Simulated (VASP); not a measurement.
Runs of VASP 6.6.1 on Si. The structure is that of space group P6/mmm (No. 191), or close to it. The cells are those of the table. 

```tsv
cell	gap on the mesh (eV)	work function (eV)
a = 4.015, b = 4.015, c = 28.000 Å, angles 90.0, 90.0, 120.0°, 2 atoms	none	-
a = 3.708, b = 3.708, c = 28.000 Å, angles 90.0, 90.0, 120.0°, 2 atoms	none	4.71
a = 3.646, b = 3.646, c = 28.000 Å, angles 90.0, 90.0, 120.0°, 2 atoms	none	-
a = 3.769, b = 3.769, c = 28.000 Å, angles 90.0, 90.0, 120.0°, 2 atoms	none	-
a = 3.954, b = 3.954, c = 28.000 Å, angles 90.0, 90.0, 120.0°, 2 atoms	none	-
a = 3.831, b = 3.831, c = 28.000 Å, angles 90.0, 90.0, 120.0°, 2 atoms	none	-
a = 3.585, b = 3.585, c = 28.000 Å, angles 90.0, 90.0, 120.0°, 2 atoms	none	(a)
```

Alike in all rows: task single point; level LDA; potentials or basis VASP PAW LDA potentials, release 64 (Si); no spin polarisation; k mesh 15 × 15 × 1; cutoff (eV) 520; smearing gaussian 0.1 eV.

Problem. Estimate the missing entries.

Solution. (a) 4.65.

A gap of «none» marks levels without a gap at the run's occupations.
